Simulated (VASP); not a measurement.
A run of VASP 6.6.1 is set up as follows.

File INCAR:

```
SYSTEM = BN
PREC = Accurate
ENCUT = 520
EDIFF = 1E-6
ISMEAR = 0
SIGMA = 0.05
LREAL = .False.
LASPH = .True.
NELM = 100
ALGO = Normal
ISIF = 2
LWAVE = .False.
LCHARG = .True.
GGA = PE
IVDW = 12
LELF = .True.
LVHAR = .True.
NBANDS = 16
```

The input KPOINTS:

```
regular mesh
0
Gamma
  12 12 4
  0 0 0
```

File POSCAR:

```
BN
1.0
    2.5099983704      0.0000000000      0.0000000000
   -1.2549991852      2.1737223522      0.0000000000
    0.0000000000      0.0000000000      6.6900000000
B N
2 2
Direct
    0.0000000000      0.0000000000      0.5000000000
    0.3333333333      0.6666666667      0.0000000000
    0.0000000000      0.0000000000      0.0000000000
    0.6099873577      0.3793373687      0.5000000000
```

Potentials or basis: VASP PAW PBE potentials, release 64 (B, N).

Launch:

```sh
$ cat potpaw_PBE.64/B/POTCAR potpaw_PBE.64/N/POTCAR > POTCAR
$ mpirun -np 1 vasp_std > vasp.out
```

**Question.** What does it give for the largest force?

**Answer.** 5.983 eV/Å.

**Question.** Predict the dispersion energy per atom.

**Answer.** -0.139 eV.

Stress tensor (GPa, compression positive):
```
 5.23  9.30  0.00
 9.30 13.12  0.00
 0.00  0.00 -0.53
```

Caveat: the cell differs from its parent crystal (atom 4 (N) moved by (-0.200, +0.100) A along x and y); forces of over 1 eV/Å act on the atoms, so gaps and moduli don't describe the material at rest.
